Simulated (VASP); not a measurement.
Set up this calculation in VASP 6.6.1, as the native input.

```yaml
Task: single point
Functional: PBE
Potentials_or_basis: VASP PAW PBE potentials, release 64 (Hf_pv, O)
Cutoff: 520 eV
k_mesh: 8 × 8 × 8
Occupations: gaussian, width 0.05 eV
Spin: no spin polarisation
Dipole_correction: no
Further_INCAR_settings: ALGO = Normal; EDIFF = 1e-06; NBANDS = 18
```

The structure of HfO2 lies in POSCAR:

```
HfO2
1.0
    0.2035261910      2.5848778797      2.5848778797
    2.5848778797      0.2035261910      2.5848778797
    2.5848778797      2.5848778797      0.2035261910
Hf O
1 2
Direct
    0.0000000000      0.0000000000      0.0000000000
    0.2500000000      0.2500000000      0.2500000000
    0.7500000000      0.7500000000      0.7500000000
```

One way to write it, as run:

INCAR

```
  PREC = Accurate
  ENCUT = 520
  EDIFF = 1E-6
  ISMEAR = 0
  SIGMA = 0.05
  LREAL = False
  LASPH = True
  NELM = 80
  ALGO = Normal
  ISIF = 2
  LWAVE = False
  LCHARG = False
  GGA = PE
  NBANDS = 18
```

KPOINTS

```
Automatic mesh
0
Gamma
  8 8 8
```

Potentials or basis: VASP PAW PBE potentials, release 64 (Hf_pv, O).

Run with:

```bash
$ cat potpaw_PBE.64/Hf_pv/POTCAR potpaw_PBE.64/O/POTCAR > POTCAR
$ mpirun -np 1 vasp_std > vasp.out
```

It gave:

```yaml
Pressure: 24.8 GPa
Largest_force: 1.006 eV/Å
Band_gap_on_the_k_mesh: 4.11 eV, direct
```

Caveat: spin-orbit coupling is left out, which moves the levels of the heavy elements; forces of over 1 eV/Å act on the atoms, so gaps and moduli don't describe the material at rest.

Wall time 36 s on 1 thread of AMD EPYC 7R13 Processor (Zen 3), with other jobs on the host, peak memory 0.15 GiB.
